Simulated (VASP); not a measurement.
Write the native input for VASP 6.6.1 that does the following.

| Quantity | Value |
| --- | --- |
| Task | single point |
| Functional | r2SCAN |
| Potentials or basis | VASP PAW PBE potentials, release 64 (Be, S) |
| Cutoff | 520 eV |
| k mesh | 6 × 6 × 6 |
| Occupations | gaussian, width 0.1 eV |
| Spin | no spin polarisation |
| Dipole correction | no |
| Further INCAR settings | ALGO = Normal; EDIFF = 1e-06; NBANDS = 11 |

The system is BeS.

```xyz
2
Lattice="0.0000 2.4250 2.4250 2.4250 0.0000 2.4250 2.4250 2.4250 0.0000" Properties=species:S:1:pos:R:3 pbc="T T T"
Be    0.0000    0.0000    0.0000
S     1.2125    1.2125    1.2125
```

The input as run:

POSCAR

```
BeS
1.0
    0.0000000000      2.4250000000      2.4250000000
    2.4250000000      0.0000000000      2.4250000000
    2.4250000000      2.4250000000      0.0000000000
Be S
1 1
Direct
    0.0000000000      0.0000000000      0.0000000000
    0.2500000000      0.2500000000      0.2500000000
```

INCAR.step1

```
SYSTEM = BeS
ALGO     = Normal         ! electronic algorithm
EDIFF    = 1E-4           ! SCF threshold, eV
ENCUT    = 520            ! plane-wave cutoff, eV
GGA      = PE             ! functional
ISMEAR   = 0              ! smearing method
LASPH    = .True.         ! aspherical terms in the spheres
LCHARG   = .False.        ! write CHGCAR
LREAL    = .False.        ! projectors in reciprocal space
LWAVE    = .True.         ! write WAVECAR
NBANDS   = 11             ! bands
NELM     = 100            ! most SCF steps
PREC     = Accurate       ! precision mode
SIGMA    = 0.1            ! smearing width, eV
```

INCAR.step2

```
SYSTEM = BeS
ALGO     = Normal         ! electronic algorithm
EDIFF    = 1E-6           ! SCF threshold, eV
ENCUT    = 520            ! plane-wave cutoff, eV
ISIF     = 2              ! what is computed and relaxed
ISMEAR   = 0              ! smearing method
ISTART   = 1            
LASPH    = .True.         ! aspherical terms in the spheres
LCHARG   = .False.        ! write CHGCAR
LMIXTAU  = .True.       
LREAL    = .False.        ! projectors in reciprocal space
LWAVE    = .False.        ! write WAVECAR
METAGGA  = R2SCAN         ! meta-GGA
NBANDS   = 11             ! bands
NELM     = 100            ! most SCF steps
PREC     = Accurate       ! precision mode
SIGMA    = 0.1            ! smearing width, eV
```

KPOINTS

```
k-points
0
Gamma
  6 6 6
  0 0 0
```

Potentials or basis: VASP PAW PBE potentials, release 64 (Be, S).

The run is started by

```console
$ cat potpaw_PBE.64/Be/POTCAR potpaw_PBE.64/S/POTCAR > POTCAR
$ cp INCAR.step1 INCAR
$ mpirun -np 1 vasp_std > vasp.out
$ cp INCAR.step2 INCAR
$ mpirun -np 1 vasp_std > vasp.out
```

It gave:

```
Pressure               : 1.5 GPa
Band gap on the k mesh : 3.57 eV, indirect (least direct gap 6.26 eV)
```

Caveat: the PAW data sets were made with another functional, which shifts forces and pressure a little.

Wall time 50 s on 1 thread of Intel(R) Xeon(R) Platinum 8259CL CPU @ 2.50GHz (Skylake/Cascade Lake) (shared host), peak memory 0.15 GiB.
